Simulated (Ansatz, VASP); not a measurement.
## One calculation of Al8H, two programs

File INCAR:

```
SYSTEM = Al8H
PREC = Accurate
ENCUT = 520
EDIFF = 1E-6
ISMEAR = 0
SIGMA = 0.1
LREAL = Auto
LASPH = .TRUE.
NELM = 60
ALGO = Normal
ISIF = 2
LWAVE = .FALSE.
LCHARG = .FALSE.
LDIPOL = .TRUE.
IDIPOL = 3
DIPOL = 0.5 0.5 0.302
GGA = PE
NBANDS = 40
```

File KPOINTS:

```
Automatic mesh
0
G
  5 4 1
  0 0 0
```

The input POSCAR:

```
Al8H
1.0
    5.7135165837      0.0000000000      0.0000000000
    0.0000000000      8.0801326415      0.0000000000
    0.0000000000      0.0000000000     22.2432786975
Al H
16 2
Direct
    0.2500000000      0.2500000000      0.1798296040
    0.2500000000      0.7500000000      0.1798296040
    0.7500000000      0.2500000000      0.1798296040
    0.7500000000      0.7500000000      0.1798296040
    0.0000000000      0.0000000000      0.2440458181
    0.0000000000      0.5000000000      0.2440458181
    0.5000000000      0.0000000000      0.2440458181
    0.5000000000      0.5000000000      0.2440458181
    0.2500000000      0.2500000000      0.3102598702
    0.2500000000      0.7500000000      0.3102598702
    0.7500000000      0.2500000000      0.3102598702
    0.7500000000      0.7500000000      0.3102598702
    0.0000000000      0.0000000000      0.3705963860
    0.0000000000      0.5000000000      0.3705963860
    0.5000000000      0.0000000000      0.3705963860
    0.5000000000      0.5000000000      0.3705963860
    0.7500000000     -0.0402221120      0.5054685890
    0.7500000000      0.0402221120      0.5054685890
```

Input for Ansatz:

```yaml
crystal:
  lattice:
    - [5.7135165837, 0.0, 0.0]
    - [0.0, 8.0801326415, 0.0]
    - [0.0, 0.0, 22.2432786975]
  atoms:
    - { symbol: Al, position: [0.25, 0.25, 0.179829604] }
    - { symbol: Al, position: [0.25, 0.75, 0.179829604] }
    - { symbol: Al, position: [0.75, 0.25, 0.179829604] }
    - { symbol: Al, position: [0.75, 0.75, 0.179829604] }
    - { symbol: Al, position: [0.0, 0.0, 0.2440458181] }
    - { symbol: Al, position: [0.0, 0.5, 0.2440458181] }
    - { symbol: Al, position: [0.5, 0.0, 0.2440458181] }
    - { symbol: Al, position: [0.5, 0.5, 0.2440458181] }
    - { symbol: Al, position: [0.25, 0.25, 0.3102598702] }
    - { symbol: Al, position: [0.25, 0.75, 0.3102598702] }
    - { symbol: Al, position: [0.75, 0.25, 0.3102598702] }
    - { symbol: Al, position: [0.75, 0.75, 0.3102598702] }
    - { symbol: Al, position: [0.0, 0.0, 0.370596386] }
    - { symbol: Al, position: [0.0, 0.5, 0.370596386] }
    - { symbol: Al, position: [0.5, 0.0, 0.370596386] }
    - { symbol: Al, position: [0.5, 0.5, 0.370596386] }
    - { symbol: H, position: [0.75, -0.040222112, 0.505468589] }
    - { symbol: H, position: [0.75, 0.040222112, 0.505468589] }
basis:
  ecutwfc: 420
kpoints:
  mp_grid: { grid: [5, 4, 1] }
hamiltonian:
  xc: pbe
  pseudopotentials: { kind: paw, azcp: { folder: soft_1 } }
scf:
  occupations: { method: gaussian, width: 0.1 }
output:
  forces: true
  eigenvalues: true
efield:
  axis: 3
  dipole_correction: true
  ramp_width: 0.04
```

Alike in both runs: task single point; functional PBE; k mesh 5 × 4 × 1; occupations gaussian, width 0.1 eV; no spin polarisation.

```csv
,VASP,Ansatz
version,VASP 6.6.1,Ansatz 0.2.0
potentials or method,"VASP PAW PBE potentials, release 64 (Al, H), cutoff 520 eV","scalar-relativistic, plane waves, PAW"
valence electrons in the cell,50,50
```

```csv
,VASP,Ansatz,Ansatz less VASP
gap on the k mesh at the Fermi level (eV),none,none,-
rms of the force components (eV/Å),0.941,0.935,-0.0063
```

Atom by atom the forces differ by 0.006 eV/Å (rms over components). A gap of «none» marks a metal or a gap that the smearing closes. With one functional, cell and mesh, what is left measures potentials, basis and numerics.
